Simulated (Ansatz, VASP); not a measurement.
SiC: VASP beside Ansatz

POSCAR

```
SiC
1.0
    0.0601107117      2.1630202559      2.1630202559
    2.1630202559      0.0601107117      2.1630202559
    2.1630202559      2.1630202559      0.0601107117
Si C
1 1
Direct
    0.0014635240      0.0014635240      0.0014635240
    0.2485364760      0.2485364760      0.2485364760
```

Contents of INCAR.step1:

```
  ALGO = Normal
  EDIFF = 1E-5
  ENCUT = 520
  GGA = PE
  ISIF = 2
  ISMEAR = 0
  LASPH = T
  LCHARG = F
  LREAL = F
  LWAVE = T
  NBANDS = 11
  NELM = 80
  PREC = Accurate
  SIGMA = 0.01
```

INCAR.step2

```
  ALGO = Normal
  EDIFF = 1E-7
  ENCUT = 520
  GGA = PE
  HFSCREEN = 0.2079
  ISIF = 2
  ISMEAR = 0
  ISTART = 1
  LASPH = T
  LCHARG = F
  LHFCALC = T
  LREAL = F
  LWAVE = F
  NBANDS = 11
  NELM = 80
  PREC = Accurate
  PRECFOCK = Normal
  SIGMA = 0.01
```

KPOINTS

```
k-points
0
Gamma
  8 8 8
```

Input for Ansatz:

```yaml
crystal:
  lattice:
    - [0.0601107117, 2.1630202559, 2.1630202559]
    - [2.1630202559, 0.0601107117, 2.1630202559]
    - [2.1630202559, 2.1630202559, 0.0601107117]
  atoms:
    - { symbol: Si, position: [0.001463524, 0.001463524, 0.001463524] }
    - { symbol: C, position: [0.248536476, 0.248536476, 0.248536476] }
kpoints:
  mp_grid: { grid: [8, 8, 8] }
  band_path:
    path:
      - [0.0, 0.0, 0.0]
      - [-0.5, -0.5, 0.0]
      - [-0.375, -0.375, 0.25]
      - [-0.375, 0.0, 0.375]
      - [0.0, 0.0, 0.5]
      - [-0.5, -0.25, 0.25]
      - [0.0, 0.5, 0.5]
    npoints: 1
hamiltonian:
  xc: hse06
scf:
  occupations: { method: fixed }
  n_extra_bands: 4
output:
  forces: true
  stress: true
  eigenvalues: true
```

Change from the starting cell: epitaxial_111 strain -3.5%.

Alike in both runs: task single point; functional HSE06; k mesh 8 × 8 × 8; no spin polarisation.

```csv
,VASP,Ansatz
version,VASP 6.6.1,Ansatz 0.2.0
potentials or method,"VASP PAW PBE potentials, release 64 (Si, C)","plane waves, PAW"
plane-wave cutoff (eV),520,420
occupations,"gaussian, width 0.01 eV",fixed
valence electrons in the cell,8,8
```

```csv
,VASP,Ansatz,Ansatz less VASP
gap on the k mesh at the Fermi level (eV),1.97,1.97,-0.003
pressure (GPa),14.9,15.4,+0.49
"traceless stress, the component that is largest in VASP (GPa)",-8.19,-8.16,+0.038
rms of the force components (eV/Å),0.008,0.011,+0.0028
```

Atom by atom the forces differ by 0.003 eV/Å (rms over components). Ansatz's warnings: stress exchange threshold loose, stress scf threshold loose.
